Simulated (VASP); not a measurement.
A run of VASP 6.6.1:

File INCAR:

```
PREC = Accurate
ENCUT = 600
EDIFF = 1E-6
ISMEAR = -1
SIGMA = 0.05
LREAL = F
LASPH = T
NELM = 80
ALGO = Normal
ISIF = 3
LWAVE = F
LCHARG = F
GGA = PS
IBRION = 2
NSW = 60
EDIFFG = -0.01
PSTRESS = 200.0
```

The input KPOINTS:

```
Automatic mesh
0
Gamma
  6 6 6
```

File POSCAR:

```
Sn3Se
1.0
    0.0000000000      3.7331380000      3.7331380000
    3.7331380000      0.0000000000      3.7331380000
    3.7331380000      3.7331380000      0.0000000000
Sn Se
3 1
Direct
    0.5000000000      0.5000000000      0.5000000000
    0.7500000000      0.7500000000      0.7500000000
    0.2500000000      0.2500000000      0.2500000000
    0.0000000000      0.0000000000      0.0000000000
```

Potentials or basis: VASP PAW PBE potentials, release 64 (Sn_d, Se).

Run with:

```bash
$ cat potpaw_PBE.64/Sn_d/POTCAR potpaw_PBE.64/Se/POTCAR > POTCAR
$ mpirun -np 1 vasp_std > vasp.out
```

Hardware: 1 thread of Intel(R) Xeon(R) 6975P-C (Granite Rapids), with other jobs on the host.

**Question.** Estimate the wall time of this run.

**Answer.** Run time: 94 s on 1 thread of Intel(R) Xeon(R) 6975P-C (Granite Rapids) (shared host), peak memory 0.3 GiB. Counts: scf iterations 47, k points 16, ion steps 5.
